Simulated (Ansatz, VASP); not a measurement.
# One calculation of As, two programs

Contents of INCAR:

```
PREC = Accurate ; ENCUT = 600
EDIFF = 1E-6 ; ISMEAR = 0
SIGMA = 0.1 ; LREAL = F
LASPH = T ; NELM = 60
ALGO = Normal ; ISIF = 3
LWAVE = F ; LCHARG = F
GGA = PE ; IBRION = 2
NSW = 90 ; EDIFFG = -0.04
```

The input KPOINTS:

```
regular mesh
0
Gamma
  6 6 4
```

The input POSCAR:

```
As
1.0
    3.8322932247      0.0000000000      0.0000000000
   -1.9161466124      3.3188632874      0.0000000000
    0.0000000000      0.0000000000      6.3232838208
As
4
Direct
    0.3333333333      0.6666666667      0.4375000000
    0.6666666667      0.3333333333      0.9375000000
    0.6666666667      0.3333333333      0.5625000000
    0.3333333333      0.6666666667      0.0625000000
```

Input for Ansatz:

```yaml
crystal:
  lattice:
    - [3.8322932247, 0.0, 0.0]
    - [-1.9161466124, 3.3188632874, 0.0]
    - [0.0, 0.0, 6.3232838208]
  atoms:
    - { symbol: As, position: [0.3333333333, 0.6666666667, 0.4375] }
    - { symbol: As, position: [0.6666666667, 0.3333333333, 0.9375] }
    - { symbol: As, position: [0.6666666667, 0.3333333333, 0.5625] }
    - { symbol: As, position: [0.3333333333, 0.6666666667, 0.0625] }
basis:
  ecutwfc: 420
kpoints:
  mp_grid: { grid: [6, 6, 4] }
hamiltonian:
  xc: pbe
scf:
  occupations: { method: gaussian, width: 0.1 }
  lower_state_search: "off"
output:
  forces: true
  stress: true
  eigenvalues: true
relax:
  adjacent_minimum: "off"
  f_tol: 0.04
  max_steps: 70
  cell: { stress_tol: 0.4 }
```

Alike in both runs: task relaxation of cell and atoms; functional PBE; k mesh 6 × 6 × 4; occupations gaussian, width 0.1 eV; no spin polarisation.

```csv
,VASP,Ansatz
version,VASP 6.6.1,Ansatz 0.2.0
potentials or method,"VASP PAW PBE potentials, release 64 (As), cutoff 600 eV","scalar-relativistic, plane waves, PAW"
valence electrons in the cell,20,60
```

Ansatz gave:

```
gap on the k mesh at the Fermi level, each at its own relaxed structure (eV) : none
relaxed volume (Å³/atom)                                                     : 26.56
relaxed length of the cell vector where the two differ most in proportion (Å)              : 4.615
```

Problem. Which values does VASP return?

Solution. gap on the k mesh at the Fermi level, each at its own relaxed structure (eV): none; relaxed volume (Å³/atom): 26.78; relaxed length of the cell vector where the two differ most in proportion (Å): 4.629.

A gap of «none» marks a metal or a gap that the smearing closes. VASP's potentials hold 20 valence electrons a cell and Ansatz's 60, so a difference there can come from the potentials and not from the codes.

Noted on VASP's run: the volume moved by over 15 % at a fixed basis, so the end points are rough.
